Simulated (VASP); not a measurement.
# Be (P6_3/mmc) in VASP: a series of runs

Runs on Be. Level: PBE. Tasks: single point.

Program: VASP 6.6.1. These are calculated values, not measurements. Logs are shortened: lines on timing, memory, paths and dates and some standing lists are left out, and cuts for length are marked.

## Step 1: The cell of the first run

The structure is hexagonal, space group P6_3/mmc (No. 194). Conventional cell: a = 2.239 Å, b = 2.239 Å, c = 3.534 Å, α = 90.00°, β = 90.00°, γ = 120.00°. Within 2.9 Å of Be (site symmetry -6m2) lie 12 Be at 2.19 to 2.24 Å.

## Step 2: Single point, PBE (7.67 Å³/atom)

The input, INCAR:

```
SYSTEM = Be
PREC = Accurate
ENCUT = 520
EDIFF = 1E-7
ISMEAR = 0
SIGMA = 0.1
LREAL = .False.
LASPH = .True.
NELM = 100
ALGO = Normal
ISIF = 2
LWAVE = .False.
LCHARG = .False.
GGA = PE
NBANDS = 9
```

The input, KPOINTS:

```
Automatic mesh
0
Gamma
  21 21 12
  0 0 0
```

The input, POSCAR:

```
Be
1.0
    2.2389188265      0.0000000000      0.0000000000
   -1.1194594133      1.9389605807      0.0000000000
    0.0000000000      0.0000000000      3.5336174726
Be
2
Direct
    0.3333333333      0.6666666667      0.2500000000
    0.6666666667      0.3333333333      0.7500000000
```

Potentials or basis: VASP PAW PBE potentials, release 64 (Be).

Launch:

```bash
$ cat potpaw_PBE.64/Be/POTCAR > POTCAR
$ mpirun -np 1 vasp_std > vasp.out
```

OUTCAR:

```text
SYSTEM = Be
   PREC = Accurate
   ENCUT = 520
   EDIFF = 1E-7
   ISMEAR = 0
   LREAL = .False.
   LASPH = .True.
   NELM = 100
   ISIF = 2
   GGA = PE

 ion  position               nearest neighbor table
   1  0.333  0.667  0.250-   2 2.19   2 2.19   2 2.19   2 2.19   2 2.19   2 2.19
   2  0.667  0.333  0.750-   1 2.19   1 2.19   1 2.19   1 2.19   1 2.19   1 2.19

  LATTYP: Found a hexagonal cell.
 ALAT       =     2.2389188265
 C/A-ratio  =     1.5782695785

  Lattice vectors:

 A1 = (   2.2389188265,   0.0000000000,   0.0000000000)
 A2 = (  -1.1194594133,   1.9389605807,   0.0000000000)
 A3 = (   0.0000000000,   0.0000000000,   3.5336174726)

Analysis of symmetry for initial positions (statically):
=====================================================================
 Subroutine PRICEL returns:
 Original cell was already a primitive cell.

 Routine SETGRP: Setting up the symmetry group for a
 hexagonal supercell.

 Subroutine GETGRP returns: Found 24 space group operations
 (whereof 12 operations were pure point group operations)
 out of a pool of 24 trial point group operations.

The static configuration has the point symmetry D_3d.
 The point group associated with its full space group is D_6h.

Analysis of symmetry for dynamics (positions and initial velocities):
=====================================================================
 Subroutine PRICEL returns:
 Original cell was already a primitive cell.

 Routine SETGRP: Setting up the symmetry group for a
 hexagonal supercell.

 Subroutine GETGRP returns: Found 24 space group operations
 (whereof 12 operations were pure point group operations)
 out of a pool of 24 trial point group operations.

The dynamic configuration has the point symmetry D_3d.
 The point group associated with its full space group is D_6h.

 Subroutine INISYM returns: Found 24 space group operations
 (whereof 12 operations are pure point group operations),
 and found     1 'primitive' translations

----------------------------------------------------------------------------------------

                                     Primitive cell

  volume of cell :      15.3401

  direct lattice vectors                    reciprocal lattice vectors
     2.238918826  0.000000000  0.000000000     0.446644152  0.257870121  0.000000000
    -1.119459413  1.938960581  0.000000000     0.000000000  0.515740242  0.000000000
     0.000000000  0.000000000  3.533617473     0.000000000  0.000000000  0.282996110

  length of vectors
     2.238918826  2.238918826  3.533617473     0.515740242  0.515740242  0.282996110

  position of ions in fractional coordinates (direct lattice)
     0.333333333  0.666666667  0.250000000
     0.666666667  0.333333333  0.750000000

  ion indices of the primitive-cell ions
   primitive index   ion index
                 1           1
                 2           2

----------------------------------------------------------------------------------------

 KPOINTS: Automatic mesh

Automatic generation of k-mesh.
 Grid dimensions read from file:
 generate k-points for:   21   21   12

 Generating k-lattice:

  Cartesian coordinates                     Fractional coordinates (reciprocal lattice)
     0.021268769  0.012279530  0.000000000     0.047619048  0.000000000  0.000000000
     0.000000000  0.024559059  0.000000000     0.000000000  0.047619048  0.000000000
     0.000000000  0.000000000  0.023583009     0.000000000  0.000000000  0.083333333

  Length of vectors
     0.024559059  0.024559059  0.023583009

  Shift w.r.t. Gamma in fractional coordinates (k-lattice)
     0.000000000  0.000000000  0.000000000

 Subroutine IBZKPT returns following result:
 ===========================================

 Found    336 irreducible k-points:

 Following reciprocal coordinates:
            Coordinates               Weight
  0.000000  0.000000  0.000000      1.000000
  0.047619  0.000000  0.000000      6.000000
  0.095238 -0.000000  0.000000      6.000000
  0.142857  0.000000  0.000000      6.000000
  0.190476 -0.000000  0.000000      6.000000
  0.238095  0.000000  0.000000      6.000000
[... 16 lines left out ...]
  0.142857  0.095238  0.000000     12.000000
  0.190476  0.095238  0.000000     12.000000
 [... further k-points ...]
   k-points           NKPTS =    336   k-points in BZ     NKDIM =    336   number of bands    NBANDS=      9
   number of dos      NEDOS =    301   number of ions     NIONS =      2
   total plane-waves  NPLWV =   9072
   dimension x,y,z NGX =    18 NGY =   18 NGZ =   28
   dimension x,y,z NGXF=    36 NGYF=   36 NGZF=   56
   ions per type =               2
   NGX,Y,Z   is equivalent  to a cutoff of  13.37, 13.37, 13.17 a.u.
   NGXF,Y,Z  is equivalent  to a cutoff of  26.73, 26.73, 26.35 a.u.
 SYSTEM =  Be
   PREC   = accura    normal or accurate (medium, high low for compatibility)
   ISTART =      0    job   : 0-new  1-cont  2-samecut
   ICHARG =      2    charge: 1-file 2-atom 10-const
   ISPIN  =      1    spin polarized calculation?
   LNONCOLLINEAR =      F non collinear calculations
   LSORBIT =      F    spin-orbit coupling
   LASPH  =      T    aspherical Exc in radial PAW
   ENCUT  =  520.0 eV  38.22 Ry    6.18 a.u.   4.16  4.16  6.57*2*pi/ulx,y,z
   NELM   =    100;   NELMIN=  2; NELMDL= -5     # of ELM steps
   EDIFF  = 0.1E-06   stopping-criterion for ELM
   LREAL  =      F    real-space projection
   EDIFFG = 0.1E-05   stopping-criterion for IOM
   NSW    =      0    number of steps for IOM
   IBRION =     -1    ionic relax: 0-MD 1-quasi-New 2-CG
   NFREE  =      0    steps in history (QN), initial steepest desc. (CG)
   ISIF   =      2    stress and relaxation
   ISYM   =      2    0-nonsym 1-usesym 2-fastsym
   POTIM  = 0.5000    time-step for ionic-motion
   TEBEG  =    0.0;   TEEND  =   0.0 temperature during run
   PSTRESS=    0.0 pullay stress
   NELECT =       4.0000    total number of electrons
   NUPDOWN=      -1.0000    fix difference up-down
   EMIN   =  10.00;   EMAX   =-10.00  energy-range for DOS
   EFERMI =   0.00;   METHOD = LEGACY
   ISMEAR =     0;   SIGMA  =   0.10  broadening in eV -4-tet -1-fermi 0-gaus
   EFERMI_NEDOS =   21; number of points for ismear=-14 and -15
   IALGO  =     38    algorithm
   IMIX   =      4    mixing-type and parameters
     AMIX     =   0.40;   BMIX     =  1.00
     AMIX_MAG =   1.60;   BMIX_MAG =  1.00
  volume/ion in A,a.u.               =       7.67        51.76
  Fermi-wavevector in a.u.,A,eV,Ry     =   1.045890  1.976445 14.883212  1.093885
  Thomas-Fermi vector in A             =   2.180705
   LORBIT       =      0    0 simple, 1 ext, 2 COOP (PROOUT), +10 PAW based schemes
   GGA     = PE    functional components
   LHFCALC =     F    Hartree Fock is set to
   AEXX    =    0.0000 exact exchange contribution
   IVDW    =     0    specifies the selected vdW correction
   LEPSILON=     F    determine dielectric tensor
   LRPA    =     F    only Hartree local field effects (RPA)
 non-spin polarized calculation
 Gauss-broadening in eV      SIGMA  =   0.10
  energy-cutoff  :      520.00
  volume of cell :       15.34
 maximum number of plane-waves:       426
 NGX is ok and might be reduce to    18
   NGX =  9   NGY =  9   NGZ = 13

 number of electron       4.0000000 magnetization

 Free energy of the ion-electron system (eV)
  ---------------------------------------------------
  ext. energy  EPLUGINS =         0.00000000
  ---------------------------------------------------
  free energy    TOTEN  =        -7.52439985 eV

  energy without entropy =       -7.52292517  energy(sigma->0) =       -7.52366251

 E-fermi :   7.3197     XC(G=0): -10.7057

 val. band max:        7.3167559644   @ k =   0.3333   0.0476   0.0000
 cond. band min:       7.3421521553   @ k =   0.3333   0.2857   0.0833
 fundamental gap:      0.0253961909
 Fermi energy:         7.3197385038

 k-point     1 :       0.0000    0.0000    0.0000
  band No.  band energies     occupation
      1      -4.2427      2.00000
      2       2.7035      2.00000
      3       8.4523      0.00000
      4      23.7063      0.00000
      5      23.7063      0.00000
      6      26.6020      0.00000
      7      26.6020      0.00000
      8      28.6686      0.00000
      9      34.9226      0.00000

 k-point     2 :       0.0476    0.0000    0.0000
  band No.  band energies     occupation
      1      -4.1767      2.00000
      2       2.7910      2.00000
      3       8.4706      0.00000
      4      23.1381      0.00000
      5      23.2649      0.00000
      6      26.6123      0.00000
      7      26.8476      0.00000
      8      28.5486      0.00000
      9      33.7364      0.00000

 k-point     3 :       0.0952   -0.0000    0.0000
  band No.  band energies     occupation
      1      -3.9785      2.00000
      2       3.0531      2.00000
      3       8.5223      0.00000
      4      21.6947      0.00000
      5      22.3245      0.00000
      6      26.5938      0.00000
      7      27.1672      0.00000
      8      28.1401      0.00000
      9      31.9134      0.00000

 k-point     4 :       0.1429    0.0000    0.0000
  band No.  band energies     occupation
      1      -3.6480      2.00000
      2       3.4892      2.00000
      3       8.5956      0.00000
      4      19.8244      0.00000
      5      21.2752      0.00000
      6      26.4506      0.00000
      7      27.1740      0.00000
      8      27.3085      0.00000
      9      29.9763      0.00000

 k-point     5 :       0.1905   -0.0000    0.0000
  band No.  band energies     occupation
      1      -3.1850      2.00000
      2       4.0983      2.00000
      3       8.6599      0.00000
      4      17.8626      0.00000
      5      20.2651      0.00000
      6      25.9065      0.00000
      7      25.9267      0.00000
      8      26.8703      0.00000
      9      28.4062      0.00000

 k-point     6 :       0.2381    0.0000    0.0000
  band No.  band energies     occupation
      1      -2.5898      2.00000
      2       4.8784      2.00000
      3       8.6434      0.00000
      4      16.0503      0.00000
      5      19.3546      0.00000
      6      24.0566      0.00000
      7      24.5811      0.00000
      8      26.4024      0.00000
      9      27.7032      0.00000
[... 169 lines left out ...]
 k-point    21 :       0.4762    0.0476    0.0000
  band No.  band energies     occupation
      1       2.2253      2.00000
      2       4.1711      2.00000
      3      11.0458      0.00000
      4      13.9210      0.00000
      5      14.2088      0.00000
      6      15.6223      0.00000
      7      18.7165      0.00000
      8      24.5127      0.00000
      9      27.8766      0.00000

 k-point    22 :       0.0952    0.0952    0.0000
  band No.  band energies     occupation
      1      -3.4494      2.00000
      2       3.7506      2.00000
      3       8.6407      0.00000
      4      19.3560      0.00000
      5      20.0505      0.00000
      6      26.4545      0.00000
      7      26.7923      0.00000
      8      26.8575      0.00000
      9      30.8274      0.00000

 k-point    23 :       0.1429    0.0952    0.0000
  band No.  band energies     occupation
      1      -2.9857      2.00000
      2       4.3589      2.00000
      3       8.7118      0.00000
      4      17.5409      0.00000
      5      18.9951      0.00000
      6      25.6091      0.00000
      7      25.8686      0.00000
      8      26.2369      0.00000
      9      30.1668      0.00000

 k-point    24 :       0.1905    0.0952    0.0000
  band No.  band energies     occupation
      1      -2.3892      2.00000
      2       5.1380      2.00000
      3       8.7245      0.00000
      4      15.7183      0.00000
      5      18.0759      0.00000
      6      23.9323      0.00000
      7      24.7223      0.00000
      8      25.7415      0.00000
      9      29.5682      0.00000

 [... further k-points ...]

------------------------ aborting loop because EDIFF is reached ----------------------------------------

  FORCE on cell =-STRESS in cart. coord.  units (eV):
  Direction    XX          YY          ZZ          XY          YZ          ZX
  --------------------------------------------------------------------------------------
  -------------------------------------------------------------------------------------
  Total        0.3889196      0.3889196      0.3988113     -0.0000000      0.0000000      0.0000000
  in kB       40.6203365     40.6203365     41.6534664     -0.0000000      0.0000000      0.0000000
  external PRESSURE =      40.9647131 kB  Pullay stress =       0.0000000 kB

 VOLUME and BASIS-vectors are now :
 -----------------------------------------------------------------------------
  energy-cutoff  :      520.00
  volume of cell :       15.34
      direct lattice vectors                 reciprocal lattice vectors
     2.238918826  0.000000000  0.000000000     0.446644152  0.257870121  0.000000000
    -1.119459413  1.938960581  0.000000000     0.000000000  0.515740242  0.000000000
     0.000000000  0.000000000  3.533617473     0.000000000  0.000000000  0.282996110

 POSITION                                       TOTAL-FORCE (eV/Angst)
 -----------------------------------------------------------------------------------
     -0.00000      1.29264      0.88340        -0.000000      0.000000      0.000000
      1.11946      0.64632      2.65021         0.000000     -0.000000      0.000000
 -----------------------------------------------------------------------------------
    total drift:                                0.000000     -0.000000      0.000000

  FREE ENERGIE OF THE ION-ELECTRON SYSTEM (eV)
  ---------------------------------------------------
  free  energy   TOTEN  =        -7.5243998510 eV

  energy  without entropy=       -7.5229251710  energy(sigma->0) =       -7.52366251
```

It took 31 s on 1 thread of Intel Xeon Platinum 8488C (Sapphire Rapids), shared host; peak memory 0.15 GiB.

What came out:

- Free energy: -7.5244 eV
- Pressure: 4.1 GPa
- Band gap on the k mesh: zero (bands 2 and 3 overlap by 2.12 eV)

Stress tensor (GPa, compression positive):
```
4.06 0.00 0.00
0.00 4.06 0.00
0.00 0.00 4.17
```

Levels at points of the mesh, in eV from the Fermi level:
| k point | band 1 | band 2 | band 3 | band 4 | band 5 |
| --- | --- | --- | --- | --- | --- |
| (0.00, 0.00, 0.00) | -11.56 | -4.62 | 1.13 | 16.39 | 16.39 |
| (0.00, 0.00, 0.50) | -9.38 | -9.38 | 10.85 | 10.85 | 18.07 |

Caveat: the cell stands under pressure.

## Step 3: Single point, PBE (8.14 Å³/atom)

This run uses another cell than the first one, of 8.14 Å³/atom.

The input, INCAR:

```
SYSTEM = Be
PREC = Accurate ; ENCUT = 520
EDIFF = 1E-6 ; ISMEAR = 0
SIGMA = 0.1 ; LREAL = .FALSE.
LASPH = .TRUE. ; NELM = 80
ALGO = Normal ; ISIF = 2
LWAVE = .FALSE. ; LCHARG = .FALSE.
GGA = PE ; NBANDS = 9
```

The input, KPOINTS:

```
regular mesh
0
G
  21 21 12
  0 0 0
```

The input, POSCAR:

```
Be
1.0
    2.2861348556      0.0000000000      0.0000000000
   -1.1430674278      1.9798508614      0.0000000000
    0.0000000000      0.0000000000      3.5988026386
Be
2
Direct
    0.3333333333      0.6666666667      0.2500000000
    0.6666666667      0.3333333333      0.7500000000
```

Potentials or basis: VASP PAW PBE potentials, release 64 (Be).

Launch:

```bash
$ cat potpaw_PBE.64/Be/POTCAR > POTCAR
$ mpirun -np 1 vasp_std > vasp.out
```

Run time: 18 s. Hardware: 1 thread of Intel Xeon Platinum 8488C (Sapphire Rapids), shared host; peak memory 0.15 GiB.

It converged, with:

| Property | Result |
| --- | --- |
| Free energy | -7.5257 eV |
| Pressure | -3.3 GPa |
| Band gap on the k mesh | zero (bands 2 and 3 overlap by 2.06 eV) |

Levels at points of the mesh, in eV from the Fermi level:
```
           k point  band 1  band 2  band 3  band 4  band 5
(0.00, 0.00, 0.00)  -11.23   -4.37    0.98   15.58   15.58
(0.00, 0.00, 0.50)   -9.09   -9.09   10.43   10.43   17.19
```

Caveat: the cell stands under tension.
